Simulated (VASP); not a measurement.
# H21ClO10 in VASP: notebook

The runs below take H21ClO10 through single point, with PBE+D3(BJ).

Everything below comes from runs of VASP 6.6.1. Logs are shortened: lines on timing, memory, paths and dates and some standing lists are left out, and cuts for length are marked.

## 1. The cell of the first run

The cell holds an amorphous packing of atoms, 32 atoms: a = 7.054 Å, b = 7.054 Å, c = 7.054 Å, α = 90.00°, β = 90.00°, γ = 90.00°.

## 2. Single point, PBE+D3(BJ)

File INCAR:

```
SYSTEM = H21ClO10
  PREC = Accurate
  ENCUT = 520
  EDIFF = 1E-6
  ISMEAR = -1
  SIGMA = 0.02
  LREAL = Auto
  LASPH = .True.
  NELM = 60
  ALGO = Normal
  ISIF = 2
  LWAVE = .False.
  LCHARG = .True.
  GGA = PE
  IVDW = 12
  LELF = .True.
  LVHAR = .True.
  NBANDS = 66
```

File KPOINTS:

```
regular mesh
0
Gamma
  1 1 1
  0 0 0
```

File POSCAR:

```
H21ClO10
1.0
    7.0540040000      0.0000000000      0.0000000000
    0.0000000000      7.0540040000      0.0000000000
    0.0000000000      0.0000000000      7.0540040000
O H Cl
10 21 1
Direct
    0.6786216736      0.1360362143      1.0075412489
    0.2125317763      0.8677483029      0.0785086031
    0.2049049022      0.5295432211      0.4674082975
    0.0574992586      0.2410971131      0.9501128721
    0.8318821481      0.8091291131      0.1960872151
    0.9234046366      0.5639775651      0.7713207988
    0.5565491599      0.6698748682      0.6879213564
    0.5278562360      0.3959453383      0.1954067505
    0.4319957857      1.0175781017      0.6614115898
    0.6301952763      0.2584347840      0.5052733171
    0.6648139128      0.0477742854      0.9043374515
    0.8120352639      0.1885028701      1.0005664868
    0.1533171799      0.7742836551     -0.0033314413
    0.3483978745      0.8490213501      0.0779415492
    0.1763112128      0.6173373307      0.3639067968
    0.1612984625      0.4116102004      0.4127443081
    0.0526793010      0.1827189211      0.8204843660
    0.1227813310      0.1515451366      1.0354119448
    0.8971358678      0.8340794817      0.3138075907
    0.7976746256      0.9405154860      0.1569037953
    0.9725540275      0.5157779894      0.6505241562
    0.9755168837      0.4666569511      0.8546068304
    0.6707679780      0.6075840048      0.7449953246
    0.4710232657      0.5690101678      0.6426421079
    0.5793163712      0.5253895518      0.1901615026
    0.5646296770      0.2990500147      0.0863622986
    0.2955342810      1.0392962635      0.6540115373
    0.4783382601      0.8784656204      0.6393390194
    0.5713067359      0.3173233245      0.3655796056
    0.5396226030      0.1706264981      0.5802378337
    0.7605184233      0.1929684191      0.5251343776
    0.9794579079      0.0348029289      0.5661040170
```

Potentials or basis: VASP PAW PBE potentials, release 64 (O, H, Cl).

Command:

```sh
> cat potpaw_PBE.64/O/POTCAR potpaw_PBE.64/H/POTCAR potpaw_PBE.64/Cl/POTCAR > POTCAR
> mpirun -np 1 vasp_gam > vasp.out
```

OUTCAR:

```text
SYSTEM = H21ClO10
   PREC = Accurate
   ENCUT = 520
   EDIFF = 1E-6
   ISMEAR = -1
   LREAL = Auto
   LASPH = .True.
   NELM = 60
   ISIF = 2
   GGA = PE
   IVDW = 12
 IVDW          = 12

 ion  position               nearest neighbor table
   1  0.679  0.136  0.008-  11 0.96  12 1.01
   2  0.213  0.868  0.079-  14 0.97  13 0.97
   3  0.205  0.530  0.467-  16 0.97  15 0.98
   4  0.057  0.241  0.950-  18 0.99  17 1.00
   5  0.832  0.809  0.196-  19 0.97  20 1.00
   6  0.923  0.564  0.771-  22 0.98  21 0.98
   7  0.557  0.670  0.688-  24 0.99  23 1.00
   8  0.528  0.396  0.195-  25 0.98  26 1.06  29 1.36
   9  0.432  0.018  0.661-  27 0.98  28 1.05
  10  0.630  0.258  0.505-  30 1.04  31 1.04  29 1.15
  11  0.665  0.048  0.904-   1 0.96
  12  0.812  0.189  0.001-   1 1.01
  13  0.153  0.774  0.997-   2 0.97
  14  0.348  0.849  0.078-   2 0.97
  15  0.176  0.617  0.364-   3 0.98
  16  0.161  0.412  0.413-   3 0.97
[... 10 lines left out ...]
  27  0.296  0.039  0.654-   9 0.98
  28  0.478  0.878  0.639-   9 1.05
  29  0.571  0.317  0.366-  10 1.15   8 1.36
  30  0.540  0.171  0.580-  10 1.04
  31  0.761  0.193  0.525-  10 1.04
  32  0.979  0.035  0.566-

  LATTYP: Found a simple cubic cell.
 ALAT       =     7.0540040000

  Lattice vectors:

 A1 = (   7.0540040000,   0.0000000000,   0.0000000000)
 A2 = (   0.0000000000,   7.0540040000,   0.0000000000)
 A3 = (   0.0000000000,   0.0000000000,   7.0540040000)

Analysis of symmetry for initial positions (statically):
=====================================================================
 Subroutine PRICEL returns:
 Original cell was already a primitive cell.

 Routine SETGRP: Setting up the symmetry group for a
 simple cubic supercell.

 Subroutine GETGRP returns: Found  1 space group operations
 (whereof  1 operations were pure point group operations)
 out of a pool of 48 trial point group operations.

The static configuration has the point symmetry C_1 .

Analysis of symmetry for dynamics (positions and initial velocities):
=====================================================================
 Subroutine PRICEL returns:
 Original cell was already a primitive cell.

 Routine SETGRP: Setting up the symmetry group for a
 simple cubic supercell.

 Subroutine GETGRP returns: Found  1 space group operations
 (whereof  1 operations were pure point group operations)
 out of a pool of 48 trial point group operations.

The dynamic configuration has the point symmetry C_1 .
[... 138 lines left out ...]
   NSW    =      0    number of steps for IOM
   IBRION =     -1    ionic relax: 0-MD 1-quasi-New 2-CG
   NFREE  =      0    steps in history (QN), initial steepest desc. (CG)
   ISIF   =      2    stress and relaxation
   ISYM   =      2    0-nonsym 1-usesym 2-fastsym
   POTIM  = 0.5000    time-step for ionic-motion
   TEBEG  =    0.0;   TEEND  =   0.0 temperature during run
   PSTRESS=    0.0 pullay stress
   NELECT =      88.0000    total number of electrons
   NUPDOWN=      -1.0000    fix difference up-down
   EMIN   =  10.00;   EMAX   =-10.00  energy-range for DOS
   EFERMI =   0.00;   METHOD = LEGACY
   ISMEAR =    -1;   SIGMA  =   0.02  broadening in eV -4-tet -1-fermi 0-gaus
   EFERMI_NEDOS =   21; number of points for ismear=-14 and -15
   IALGO  =     38    algorithm
   IMIX   =      4    mixing-type and parameters
     AMIX     =   0.40;   BMIX     =  1.00
     AMIX_MAG =   1.60;   BMIX_MAG =  1.00
  volume/ion in A,a.u.               =      10.97        74.02
  Fermi-wavevector in a.u.,A,eV,Ry     =   1.032286  1.950738 14.498563  1.065614
  Thomas-Fermi vector in A             =   2.166476
   LORBIT       =      0    0 simple, 1 ext, 2 COOP (PROOUT), +10 PAW based schemes
   GGA     = PE    functional components
   LHFCALC =     F    Hartree Fock is set to
   AEXX    =    0.0000 exact exchange contribution
   IVDW    =    12    specifies the selected vdW correction
   LEPSILON=     F    determine dielectric tensor
   LRPA    =     F    only Hartree local field effects (RPA)
 non-spin polarized calculation
  energy-cutoff  :      520.00
  volume of cell :      351.00
 maximum number of plane-waves:      4730
 NGX is ok and might be reduce to    54
   NGX = 27   NGY = 27   NGZ = 27

 number of electron      88.0000008 magnetization

 Free energy of the ion-electron system (eV)
  ---------------------------------------------------
  ext. energy  EPLUGINS =         0.00000000
  ---------------------------------------------------
  free energy    TOTEN  =      -152.12563732 eV

  energy without entropy =     -152.12563732  energy(sigma->0) =     -152.12563732

 E-fermi :  -2.6887     XC(G=0):  -6.7331

 val. band max:       -3.2134155909   @ k =   0.0000   0.0000   0.0000
 cond. band min:       0.9907477555   @ k =   0.0000   0.0000   0.0000
 fundamental gap:      4.2041633465
 Fermi energy:        -2.6887309842

 k-point     1 :       0.0000    0.0000    0.0000
  band No.  band energies     occupation
      1     -23.1155      2.00000
      2     -22.7821      2.00000
      3     -22.5004      2.00000
      4     -22.3011      2.00000
      5     -22.1428      2.00000
      6     -22.0682      2.00000
[... 48 lines left out ...]
     55       5.8198      0.00000
     56       6.2727      0.00000
 [bands above 56 left out]

------------------------ aborting loop because EDIFF is reached ----------------------------------------

 Edisp (eV)   -1.12548

 E8    (eV) :    -0.2419

  FORCE on cell =-STRESS in cart. coord.  units (eV):
  Direction    XX          YY          ZZ          XY          YZ          ZX
  --------------------------------------------------------------------------------------
  -------------------------------------------------------------------------------------
  Total      -2.09449    -4.06937    -1.60893     1.23049    -0.14989    -2.49444
  in kB      -9.56052   -18.57508    -7.34411     5.61672    -0.68419   -11.38616
  external pressure =      -11.83 kB  Pullay stress =        0.00 kB

 VOLUME and BASIS-vectors are now :
 -----------------------------------------------------------------------------
  energy-cutoff  :      520.00
  volume of cell :      351.00
      direct lattice vectors                 reciprocal lattice vectors
     7.054004000  0.000000000  0.000000000     0.141763458  0.000000000  0.000000000
     0.000000000  7.054004000  0.000000000     0.000000000  0.141763458  0.000000000
     0.000000000  0.000000000  7.054004000     0.000000000  0.000000000  0.141763458

 POSITION                                       TOTAL-FORCE (eV/Angst)
 -----------------------------------------------------------------------------------
      4.78700      0.95960      0.05320         0.856239      0.492429      0.554752
      1.49920      6.12110      0.55380         0.022712      0.407068      0.513390
      1.44540      3.73540      3.29710        -0.283385      0.179458     -0.230965
      0.40560      1.70070      6.70210        -0.308738     -0.038555      0.041868
      5.86810      5.70760      1.38320        -0.696994      0.418066     -0.583345
      6.51370      3.97830      5.44090        -0.095504     -0.294307     -0.080566
[... 24 lines left out ...]
      5.36470      1.36120      3.70430        -0.335757      0.347609     -0.713593
      6.90910      0.24550      3.99330         0.168464      0.385051      0.067020
 -----------------------------------------------------------------------------------
    total drift:                               -0.000417     -0.005563     -0.002437

  FREE ENERGIE OF THE ION-ELECTRON SYSTEM (eV)
  ---------------------------------------------------
  free  energy   TOTEN  =      -153.2511222121 eV

  energy  without entropy=     -153.2511222121  energy(sigma->0) =     -153.25112221
```

Run time: 45 s. Hardware: 1 thread of Intel Xeon Platinum 8488C (Sapphire Rapids), shared host; peak memory 0.37 GiB.

What came out:

```
Free energy                : -153.2511 eV
Pressure                   : -1.2 GPa
Largest force              : 1.469 eV/Å
Band gap on the k mesh     : 4.20 eV
Dispersion energy per atom : -0.035 eV
```

Forces in eV/Å, atoms in the order of the input:
```
O    0.856  0.492  0.555
O    0.023  0.407  0.513
O   -0.283  0.179 -0.231
O   -0.309 -0.039  0.042
O   -0.697  0.418 -0.583
O   -0.096 -0.294 -0.081
O   -0.289 -0.681  0.125
O   -0.279 -0.578  0.088
O    0.742 -0.613  0.176
O    0.185  0.562 -0.004
H   -0.289 -0.189 -0.707
H   -0.315 -0.297 -0.311
H    0.002 -0.079 -0.209
H    0.107 -0.181 -0.342
H    0.201  0.341  0.163
H    0.088 -0.649  0.002
H    0.082 -0.265  0.474
H   -0.009 -0.138 -0.512
H    0.275  0.052  0.671
H   -0.066 -0.882  0.083
H    0.057  0.643 -0.207
H   -0.038 -0.045  0.649
H   -0.032  0.406 -0.518
H    0.339  0.444  0.093
H    0.164 -0.516 -0.413
H    0.165  1.114  0.944
H   -0.167 -0.682 -0.194
H   -0.744  1.066  0.527
H    0.881 -0.248  0.114
H   -0.389 -0.481 -0.260
H   -0.336  0.348 -0.714
Cl   0.168  0.385  0.067
```

Stress tensor (GPa, compression positive):
```
-0.96  0.56 -1.14
 0.56 -1.86 -0.07
-1.14 -0.07 -0.73
```

Levels at points of the mesh, in eV from the valence-band top:
```csv
k point,band 40,band 41,band 42,band 43,band 44,band 45,band 46,band 47,band 48,band 49
"(0.00, 0.00, 0.00)",-0.53,-0.36,-0.27,-0.08,0.00,4.20,6.74,7.21,7.48,7.68
```

Caveat: the k points lie up to 0.89 Å⁻¹ apart.

## 3. Single point, PBE+D3(BJ)

File INCAR:

```
PREC = Accurate ; ENCUT = 520
EDIFF = 1E-7 ; ISMEAR = -1
SIGMA = 0.02 ; LREAL = Auto
LASPH = True ; NELM = 60
ALGO = Normal ; ISIF = 2
LWAVE = False ; LCHARG = True
GGA = PE ; IVDW = 12
LELF = True ; LVHAR = True
NBANDS = 66
```

File KPOINTS:

```
Automatic mesh
0
Gamma
  1 1 1
```

File POSCAR:

```
H21ClO10
1.0
    7.0540040000      0.0000000000      0.0000000000
    0.0000000000      7.0540040000      0.0000000000
    0.0000000000      0.0000000000      7.0540040000
O H Cl
10 21 1
Direct
    0.6686273498      0.1440600261      0.9962852303
    0.2238019712      0.8777993321      0.1046356084
    0.1989791897      0.5150124667      0.4140485319
    0.0371420260      0.2008646437      0.9362767586
    0.8198747832      0.7649697959      0.2201302976
    0.9173513369      0.5902038048      0.7772323350
    0.5599231302      0.6903455116      0.6542241825
    0.5279412941      0.4204137111      0.2076125843
    0.3904449161      1.0044508055      0.6692936381
    0.6013322363      0.2103486190      0.5021686974
    0.6144595325      0.1812162284      0.8679184191
    0.8052731470      0.1547348144      0.9725682038
    0.1154379839      0.8011336540      0.1402182363
    0.2388572504      0.8515730924     -0.0306917887
    0.1024524511      0.5026365168      0.3160191006
    0.2957043971      0.4254179612      0.3619646374
    0.0499149136      0.1715337842      0.8036570436
    0.1331584161      0.1213069910      0.9973059272
    0.8457891433      0.8567191059      0.3282816398
    0.7536570719      0.8518707957      0.1182874294
    0.9969656949      0.6480007667      0.6717603222
    1.0039121044      0.4904448594      0.8142609502
    0.6922309656      0.6394949592      0.6683012938
    0.4804788883      0.6380489719      0.5480008234
    0.5903597446      0.5409977085      0.1731782403
    0.5989222575      0.3292456313      0.1217606341
    0.2803655909      0.9778418045      0.5881482347
    0.4333141858      0.8721429701      0.7038130401
    0.5664442493      0.3099090956      0.4037281521
    0.4927414274      0.1286928672      0.5826052835
    0.7392964336      0.1782675485      0.4989081378
    0.9665857859      0.0473489950      0.5476038857
```

Potentials or basis: VASP PAW PBE potentials, release 64 (O, H, Cl).

Command:

```sh
> cat potpaw_PBE.64/O/POTCAR potpaw_PBE.64/H/POTCAR potpaw_PBE.64/Cl/POTCAR > POTCAR
> mpirun -np 1 vasp_gam > vasp.out
```

It took 43 s on 1 thread of Intel Xeon Platinum 8488C (Sapphire Rapids), shared host; peak memory 0.37 GiB.

Results (log left out):

| Property | Result |
| --- | --- |
| Free energy | -152.8921 eV |
| Pressure | -1.2 GPa |
| Largest force | 2.662 eV/Å |
| Band gap on the k mesh | 4.22 eV |
| Dispersion energy per atom | -0.035 eV |

Forces on the atoms (eV/Å):
```
O   -1.381  0.515 -1.627
O    0.526  0.325 -0.627
O    0.602 -0.799 -0.309
O    0.146  0.788  0.957
O   -0.989  2.088 -1.116
O    1.162  1.176 -1.669
O   -0.777 -0.580 -0.551
O    0.765  0.218 -0.427
O   -1.206 -0.231  0.568
O   -0.924  1.468 -0.261
H    0.493 -0.647  1.636
H    1.044  0.105  0.065
H   -0.612 -0.106  0.213
H    0.075 -0.082  0.291
H   -0.260  0.254  0.127
H   -0.498  0.810  0.248
H   -0.088 -0.364 -1.171
H   -0.088 -0.206  0.434
H   -0.227 -0.674 -0.774
H    1.247 -1.445  1.856
H   -1.064 -0.341  1.018
H   -0.114 -0.809  0.527
H   -0.878 -0.077 -0.149
H    1.380  0.150  0.919
H   -0.252  0.013  0.641
H   -0.481 -0.437  0.170
H   -0.525  0.501 -0.067
H    1.275  0.376 -0.394
H    0.213 -0.206 -0.167
H    0.738 -0.786 -0.275
H    0.431 -0.630  0.335
Cl   0.267 -0.367 -0.420
```

Stress tensor (GPa, compression positive):
```
-0.49 -0.29 -0.85
-0.29 -0.92  0.73
-0.85  0.73 -2.09
```

Levels at points of the mesh, in eV from the valence-band top:
```
           k point  band 40  band 41  band 42  band 43  band 44  band 45  band 46  band 47  band 48  band 49
(0.00, 0.00, 0.00)    -0.62    -0.48    -0.35    -0.20     0.00     4.22     6.95     7.16     7.43     7.60
```

Caveat: the k points lie up to 0.89 Å⁻¹ apart.

(Part 1 of 2 ends here.)
